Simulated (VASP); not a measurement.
# PtS2 in VASP: notebook, part 2 of 2

VASP 6.6.1. Earlier steps stand in the parts before.

## (5) Single point, PBE, collinear spin

Contents of INCAR:

```
SYSTEM = PtS2
  PREC = Accurate
  ENCUT = 520
  EDIFF = 1E-6
  ISMEAR = 0
  SIGMA = 0.1
  LREAL = .False.
  LASPH = .True.
  NELM = 150
  ALGO = Normal
  ISIF = 2
  LWAVE = .False.
  LCHARG = .False.
  ISPIN = 2
  MAGMOM = 1 0 0
  LORBIT = 11
  LMAXMIX = 4
  GGA = PE
  NBANDS = 22
```

Contents of KPOINTS:

```
Automatic mesh
0
Gamma
  4 4 6
  0 0 0
```

Contents of POSCAR:

```
PtS2
1.0
    2.4869400116     -4.1408128375      0.0000000000
    2.4869400116      4.1408128375      0.0000000000
    0.0000000000      0.0000000000      2.7685401087
Pt S
1 2
Direct
    0.5000000000      0.5000000000      0.5000000000
    0.0000000000      0.5000000000      0.5000000000
    0.5000000000      0.0000000000      0.5000000000
```

Potentials or basis: VASP PAW PBE potentials, release 64 (Pt, S).

Launch:

```console
cat potpaw_PBE.64/Pt/POTCAR potpaw_PBE.64/S/POTCAR > POTCAR
mpirun -np 1 vasp_std > vasp.out
```

OUTCAR:

```text
SYSTEM = PtS2
   PREC = Accurate
   ENCUT = 520
   EDIFF = 1E-6
   ISMEAR = 0
   LREAL = .False.
   LASPH = .True.
   NELM = 150
   ISIF = 2
   ISPIN = 2
   LORBIT = 11
   GGA = PE

 ion  position               nearest neighbor table
   1  0.500  0.500  0.500-   2 2.42   3 2.42   3 2.42   2 2.42
   2  0.000  0.500  0.500-   1 2.42   1 2.42   3 2.49   3 2.49
   3  0.500  0.000  0.500-   1 2.42   1 2.42   2 2.49   2 2.49

  LATTYP: Found a base centered orthorhombic cell.
 ALAT       =     4.9738800232
 B/A-ratio  =     1.6650232085
 C/A-ratio  =     0.5566157800

  Lattice vectors:

 A1 = (   2.4869400116,  -4.1408128375,   0.0000000000)
 A2 = (   2.4869400116,   4.1408128375,   0.0000000000)
 A3 = (   0.0000000000,   0.0000000000,   2.7685401087)

Analysis of symmetry for initial positions (statically):
=====================================================================
 Subroutine PRICEL returns:
 Original cell was already a primitive cell.

 Routine SETGRP: Setting up the symmetry group for a
 base centered orthorhombic supercell.

 Subroutine GETGRP returns: Found  8 space group operations
 (whereof  8 operations were pure point group operations)
 out of a pool of  8 trial point group operations.

The static configuration has the point symmetry D_2h.

Analysis of symmetry for dynamics (positions and initial velocities):
=====================================================================
 Subroutine PRICEL returns:
 Original cell was already a primitive cell.

 Routine SETGRP: Setting up the symmetry group for a
 base centered orthorhombic supercell.

 Subroutine GETGRP returns: Found  8 space group operations
 (whereof  8 operations were pure point group operations)
 out of a pool of  8 trial point group operations.

The dynamic configuration has the point symmetry D_2h.

Analysis of structural, dynamic, and magnetic symmetry:
=====================================================================
 Subroutine PRICEL returns:
 Original cell was already a primitive cell.

 Routine SETGRP: Setting up the symmetry group for a
 base centered orthorhombic supercell.
[... 151 lines left out ...]
  ext. energy  EPLUGINS =         0.00000000
  ---------------------------------------------------
  free energy    TOTEN  =       -13.48429850 eV

  energy without entropy =      -13.47846770  energy(sigma->0) =      -13.48138310

 E-fermi :   6.5077     XC(G=0): -10.4284

 val. band max:        6.4568950948   @ k =   0.5000   0.0000   0.3333
 cond. band min:       6.5887070370   @ k =   0.5000   0.2500   0.1667
 fundamental gap:      0.1318119421
 Fermi energy:         6.5077163822

 spin component 1

 k-point     1 :       0.0000    0.0000    0.0000
  band No.  band energies     occupation
      1      -9.8267      1.00000
      2      -6.3253      1.00000
      3      -1.1917      1.00000
      4       1.3354      1.00000
      5       1.6593      1.00000
      6       2.9013      1.00000
[... 589 lines left out ...]
     21      17.3659      0.00000
     22      19.6866      0.00000

 [... further k-points ...]

 spin component 2

 k-point     1 :       0.0000    0.0000    0.0000
  band No.  band energies     occupation
      1      -9.8267      1.00000
      2      -6.3253      1.00000
      3      -1.1917      1.00000
      4       1.3354      1.00000
      5       1.6593      1.00000
      6       2.9013      1.00000
[... 589 lines left out ...]
     21      17.3659      0.00000
     22      19.6866      0.00000

 [... further k-points ...]
[... 5 lines left out ...]
  --------------------------------------------------------------------------------------
  -------------------------------------------------------------------------------------
  Total       -0.1094987     -0.0148254     -0.0772799      0.0000000      0.0000000      0.0000000
  in kB       -3.0767195     -0.4165683     -2.1714275      0.0000000      0.0000000      0.0000000
  external PRESSURE =      -1.8882384 kB  Pullay stress =       0.0000000 kB

 VOLUME and BASIS-vectors are now :
 -----------------------------------------------------------------------------
  energy-cutoff  :      520.00
  volume of cell :       57.02
      direct lattice vectors                 reciprocal lattice vectors
     2.486940012 -4.140812838  0.000000000     0.201050286 -0.120749239  0.000000000
     2.486940012  4.140812838  0.000000000     0.201050286  0.120749239  0.000000000
     0.000000000  0.000000000  2.768540109     0.000000000  0.000000000  0.361201197

 POSITION                                       TOTAL-FORCE (eV/Angst)
 -----------------------------------------------------------------------------------
      2.48694      0.00000      1.38427        -0.000000      0.000000      0.000000
      1.24347      2.07041      1.38427         0.000000      0.000000      0.000000
      1.24347     -2.07041      1.38427         0.000000     -0.000000      0.000000
 -----------------------------------------------------------------------------------
    total drift:                                0.000000      0.000000      0.000000

  FREE ENERGIE OF THE ION-ELECTRON SYSTEM (eV)
  ---------------------------------------------------
  free  energy   TOTEN  =       -13.4842984974 eV

  energy  without entropy=      -13.4784676963  energy(sigma->0) =      -13.48138310

 total charge

# of ion       s       p       d       tot
------------------------------------------
    1        0.658   0.475   8.153   9.285
    2        1.401   2.134   0.000   3.535
    3        1.401   2.134   0.000   3.535
--------------------------------------------------
tot          3.459   4.743   8.153  16.355

 magnetization (x)

# of ion       s       p       d       tot
------------------------------------------
    1       -0.000  -0.000  -0.000  -0.000
    2       -0.000   0.000   0.000   0.000
    3       -0.000   0.000   0.000   0.000
--------------------------------------------------
tot         -0.000   0.000  -0.000  -0.000
```

Run time: 42 s. Hardware: 1 thread of AMD EPYC 9R45 (Zen 5), shared host; peak memory 0.2 GiB.

What came out:

| Item | Value |
| --- | --- |
| Free energy | -13.4843 eV |
| Pressure | -0.2 GPa |
| Band gap on the k mesh | zero (filled and empty bands overlap) |
| Net moment | 0.00 μB per cell |
| Valence electrons inside the program's atomic spheres | Pt 9.29; S 3.54 |

Caveat: the k points lie up to 0.38 Å⁻¹ apart, too coarse for converged energies and pressures of a metal; spin-orbit coupling is left out, which moves the levels of the heavy elements.

## (6) Single point, PBE

This run uses another cell than the first one, of 19.07 Å³/atom.

Contents of INCAR:

```
PREC     = Accurate       # precision mode
ENCUT    = 520            # plane-wave cutoff, eV
EDIFF    = 1E-6           # SCF threshold, eV
ISMEAR   = 0              # smearing method
SIGMA    = 0.1            # smearing width, eV
LREAL    = F              # projectors in reciprocal space
LASPH    = T              # aspherical terms in the spheres
NELM     = 60             # most SCF steps
ALGO     = Normal         # electronic algorithm
ISIF     = 2              # what is computed and relaxed
LWAVE    = F              # write WAVECAR
LCHARG   = F              # write CHGCAR
GGA      = PE             # functional
NBANDS   = 18             # bands
```

Contents of KPOINTS:

```
regular mesh
0
Gamma
  12 12 16
```

Contents of POSCAR:

```
PtS2
1.0
    2.6016495924     -4.0853463042      0.0000000000
    2.6016495924      4.0853463042      0.0000000000
    0.0000000000      0.0000000000      2.6918655466
Pt S
1 2
Direct
    0.5000000000      0.5000000000      0.5000000000
    0.0000000000      0.5000000000      0.5000000000
    0.5000000000      0.0000000000      0.5000000000
```

Potentials or basis: VASP PAW PBE potentials, release 64 (Pt, S).

Launch:

```console
cat potpaw_PBE.64/Pt/POTCAR potpaw_PBE.64/S/POTCAR > POTCAR
mpirun -np 1 vasp_std > vasp.out
```

Wall time 2.8 min (1 thread of AMD EPYC 9R45 (Zen 5), shared host); peak memory 0.43 GiB.

It converged, with:

```
Free energy            : -13.3666 eV
Pressure               : -0.1 GPa
Band gap on the k mesh : zero (bands 11 and 12 overlap by 3.62 eV)
```

Stress tensor (GPa, compression positive):
```
-0.09  0.00  0.00
 0.00 -0.18  0.00
 0.00  0.00 -0.16
```

Levels at points of the mesh, in eV from the Fermi level:
```tsv
k point	band 7	band 8	band 9	band 10	band 11	band 12	band 13	band 14	band 15	band 16
(0.00, 0.00, 0.00)	-3.52	-2.28	-1.66	-1.16	-0.86	1.15	1.91	2.72	5.44	8.49
(0.50, 0.00, 0.00)	-3.05	-2.12	-1.88	-1.22	-0.99	1.84	2.54	4.91	5.45	7.83
(0.50, 0.50, 0.00)	-2.07	-1.74	-1.30	1.26	2.15	3.07	4.01	5.13	5.36	7.37
(0.00, 0.00, 0.50)	-3.92	-2.84	-2.67	-1.90	-1.64	-0.82	3.04	4.81	4.99	5.54
(0.50, 0.00, 0.50)	-3.20	-2.84	-2.39	-1.50	-1.36	-0.07	2.58	2.84	7.07	7.80
(0.50, 0.50, 0.50)	-4.73	-2.48	-2.29	-1.15	0.93	1.97	2.37	3.94	4.78	8.27
```

Caveat: spin-orbit coupling is left out, which moves the levels of the heavy elements.

## (7) The runs side by side

| task | spin | cell | k mesh | cutoff (eV) | gap on the mesh (eV) | pressure (GPa) |
| --- | --- | --- | --- | --- | --- | --- |
| single point | off | a = 4.830, b = 4.830, c = 2.769 Å, angles 90.0, 90.0, 118.0°, 3 atoms, atomic positions A | 4 × 4 × 6 | 520 | none | -0.2 |
| single point | off | a = 5.006, b = 8.325, c = 2.720 Å, 6 atoms, atomic positions B | 4 × 2 × 4 | 520 | none | -0.1 |
| relaxation of cell and atoms | off | relaxed from a = 4.857, b = 4.857, c = 2.720 Å, angles 90.0, 90.0, 118.0°, 3 atoms, atomic positions A | 4 × 4 × 6 | 600 | none | 0.0 |
| single point | collinear | a = 4.830, b = 4.830, c = 2.769 Å, angles 90.0, 90.0, 118.0°, 3 atoms, atomic positions A | 4 × 4 × 6 | 520 | none | -0.2 |
| single point | off | a = 4.843, b = 4.843, c = 2.692 Å, angles 90.0, 90.0, 115.0°, 3 atoms, atomic positions A | 12 × 12 × 16 | 520 | none | -0.1 |

Alike in all rows: level PBE; potentials or basis VASP PAW PBE potentials, release 64 (Pt, S); smearing gaussian 0.1 eV.

Caveats: some runs use coarse meshes; spin-orbit coupling is left out, which moves the levels of the heavy elements.

Absolute energies hang on the potentials; compare differences alone.

The gap in the log of VASP goes by the Fermi energy; the results here count the filled bands.